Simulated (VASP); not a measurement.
# Li (Im-3m) in VASP: notebook, part 2 of 3

VASP 6.6.1.

## (3) Single point, r2SCAN (19.75 Å³/atom)

This run uses another cell than the first one, of 19.75 Å³/atom.

POSCAR

```
Li
1.0
   -1.7027893213      1.7027893213      1.7027893213
    1.7027893213     -1.7027893213      1.7027893213
    1.7027893213      1.7027893213     -1.7027893213
Li
1
Direct
    0.0000000000      0.0000000000      0.0000000000
```

INCAR.step1

```
SYSTEM = Li
ALGO = Normal ; EDIFF = 1E-4
ENCUT = 520 ; GGA = PE
ISMEAR = 0 ; LASPH = .TRUE.
LCHARG = .FALSE. ; LREAL = .FALSE.
LWAVE = .TRUE. ; NBANDS = 8
NELM = 100 ; PREC = Accurate
SIGMA = 0.1
```

INCAR.step2

```
SYSTEM = Li
ALGO = Normal ; EDIFF = 1E-7
ENCUT = 520 ; ISIF = 2
ISMEAR = 0 ; ISTART = 1
LASPH = .TRUE. ; LCHARG = .FALSE.
LMIXTAU = .TRUE. ; LREAL = .FALSE.
LWAVE = .FALSE. ; METAGGA = R2SCAN
NBANDS = 8 ; NELM = 100
PREC = Accurate ; SIGMA = 0.1
```

KPOINTS

```
k-points
0
G
  16 16 16
  0 0 0
```

Potentials or basis: VASP PAW PBE potentials, release 64 (Li_sv).

Launch:

```sh
> cat potpaw_PBE.64/Li_sv/POTCAR > POTCAR
> cp INCAR.step1 INCAR
> mpirun -np 1 vasp_std > vasp.out
> cp INCAR.step2 INCAR
> mpirun -np 1 vasp_std > vasp.out
```

OUTCAR:

```text
SYSTEM = Li
   EDIFF = 1E-7
   ENCUT = 520
   ISIF = 2
   ISMEAR = 0
   ISTART = 1
   LASPH = .TRUE.
   LREAL = .FALSE.
   METAGGA = R2SCAN
   NELM = 100
   PREC = Accurate

 ion  position               nearest neighbor table
   1  0.000  0.000  0.000-

  LATTYP: Found a body centered cubic cell.
 ALAT       =     3.4055786426

  Lattice vectors:

 A1 = (  -1.7027893213,   1.7027893213,   1.7027893213)
 A2 = (   1.7027893213,  -1.7027893213,   1.7027893213)
 A3 = (   1.7027893213,   1.7027893213,  -1.7027893213)

Analysis of symmetry for initial positions (statically):
=====================================================================
 Subroutine PRICEL returns:
 Original cell was already a primitive cell.

 Routine SETGRP: Setting up the symmetry group for a
 body centered cubic supercell.

 Subroutine GETGRP returns: Found 48 space group operations
 (whereof 48 operations were pure point group operations)
 out of a pool of 48 trial point group operations.

The static configuration has the point symmetry O_h .

Analysis of symmetry for dynamics (positions and initial velocities):
=====================================================================
 Subroutine PRICEL returns:
 Original cell was already a primitive cell.

 Routine SETGRP: Setting up the symmetry group for a
 body centered cubic supercell.

 Subroutine GETGRP returns: Found 48 space group operations
 (whereof 48 operations were pure point group operations)
 out of a pool of 48 trial point group operations.

The dynamic configuration has the point symmetry O_h .

 Subroutine INISYM returns: Found 48 space group operations
 (whereof 48 operations are pure point group operations),
 and found     1 'primitive' translations

[... 112 lines left out ...]
     AMIX_MAG =   1.60;   BMIX_MAG =  1.00
  volume/ion in A,a.u.               =      19.75       133.27
  Fermi-wavevector in a.u.,A,eV,Ry     =   0.873510  1.650694 10.381503  0.763019
  Thomas-Fermi vector in A             =   1.992910
   LORBIT       =      0    0 simple, 1 ext, 2 COOP (PROOUT), +10 PAW based schemes
   METAGGA = R2SCAN    functional components
   LHFCALC =     F    Hartree Fock is set to
   AEXX    =    0.0000 exact exchange contribution
   IVDW    =     0    specifies the selected vdW correction
   LEPSILON=     F    determine dielectric tensor
   LRPA    =     F    only Hartree local field effects (RPA)
 non-spin polarized calculation
 Gauss-broadening in eV      SIGMA  =   0.10
  energy-cutoff  :      520.00
  volume of cell :       19.75
 maximum number of plane-waves:       555
 NGX is ok and might be reduce to    24
   NGX = 11   NGY = 11   NGZ = 11

 number of electron       3.0000005 magnetization

 Free energy of the ion-electron system (eV)
  ---------------------------------------------------
  ext. energy  EPLUGINS =         0.00000000
  ---------------------------------------------------
  free energy    TOTEN  =        -2.37870545 eV

  energy without entropy =       -2.37598338  energy(sigma->0) =       -2.37734441

 E-fermi :   0.6992     XC(G=0):  -7.5152

 val. band max:        0.6746617803   @ k =   0.2500   0.2500   0.0000
 cond. band min:       0.7128652248   @ k =   0.3125   0.1875   0.0000
 fundamental gap:      0.0382034445
 Fermi energy:         0.6992390687

 k-point     1 :       0.0000    0.0000    0.0000
  band No.  band energies     occupation
      1     -47.3076      2.00000
      2      -3.2089      2.00000
      3      17.3075      0.00000
      4      17.3086      0.00000
      5      17.3086      0.00000
      6      21.5920      0.00000
      7      21.5920      0.00000
      8      21.5921      0.00000
[... 243 lines left out ...]
 k-point    24 :       0.2500    0.1875   -0.0000
  band No.  band energies     occupation
      1     -47.2872      2.00000
      2      -0.2037      2.00000
      3       7.2973      0.00000
      4       9.8048      0.00000
      5      13.2208      0.00000
      6      19.3911      0.00000
      7      20.4164      0.00000
      8      24.0936      0.00000

 [... further k-points ...]

------------------------ aborting loop because EDIFF is reached ----------------------------------------

  FORCE on cell =-STRESS in cart. coord.  units (eV):
  Direction    XX          YY          ZZ          XY          YZ          ZX
  --------------------------------------------------------------------------------------
  -------------------------------------------------------------------------------------
  Total        0.0518650      0.0518650      0.0518650      0.0000000     -0.0000000     -0.0000000
  in kB        4.2076751      4.2076751      4.2076751      0.0000000     -0.0000000     -0.0000000
  external PRESSURE =       4.2076751 kB  Pullay stress =       0.0000000 kB

 VOLUME and BASIS-vectors are now :
 -----------------------------------------------------------------------------
  energy-cutoff  :      520.00
  volume of cell :       19.75
      direct lattice vectors                 reciprocal lattice vectors
    -1.702789321  1.702789321  1.702789321     0.000000000  0.293635856  0.293635856
     1.702789321 -1.702789321  1.702789321     0.293635856  0.000000000  0.293635856
     1.702789321  1.702789321 -1.702789321     0.293635856  0.293635856  0.000000000

 POSITION                                       TOTAL-FORCE (eV/Angst)
 -----------------------------------------------------------------------------------
      0.00000      0.00000      0.00000         0.000000      0.000000      0.000000
 -----------------------------------------------------------------------------------
    total drift:                                0.000000      0.000000     -0.000000

  FREE ENERGIE OF THE ION-ELECTRON SYSTEM (eV)
  ---------------------------------------------------
  free  energy   TOTEN  =        -2.3787054469 eV

  energy  without entropy=       -2.3759833793  energy(sigma->0) =       -2.37734441
```

OSZICAR.step1:

```text
N       E                     dE             d eps       ncg     rms          rms(c)
DAV:   1    -0.270671669846E+00   -0.27067E+00   -0.71197E+02  2368   0.264E+02
DAV:   2    -0.188964676866E+01   -0.16190E+01   -0.15851E+01  3368   0.331E+01
DAV:   3    -0.190649526117E+01   -0.16848E-01   -0.16847E-01  2624   0.274E+00
DAV:   4    -0.190676556036E+01   -0.27030E-03   -0.27030E-03  3496   0.283E-01
DAV:   5    -0.190676601482E+01   -0.45446E-06   -0.45455E-06  2624   0.111E-02    0.198E-01
DAV:   6    -0.190571745168E+01    0.10486E-02   -0.31285E-04  3704   0.642E-02    0.114E-01
DAV:   7    -0.190526954230E+01    0.44791E-03   -0.74279E-04  3488   0.105E-01    0.287E-02
DAV:   8    -0.190526680029E+01    0.27420E-05   -0.52356E-06  1304   0.183E-02
   1 F= -.19052668E+01 E0= -.19038240E+01  d E =-.288557E-02
```

Run time: 59 s. Hardware: 1 thread of Intel Xeon Platinum 8488C (Sapphire Rapids), shared host; peak memory 0.14 GiB.

Results:

| Item | Value |
| --- | --- |
| Free energy | -2.3787 eV |
| Band gap on the k mesh | zero (an odd number of electrons rules out a gap without spin polarisation) |

Caveat: the cutoff is under 1.25 times the usual one of these potentials, so pressure, stress and relaxed cells hold a basis-set (Pulay) error; the PAW data sets were made with another functional, which shifts forces and pressure a little.

(Part 2 of 3 ends here.)
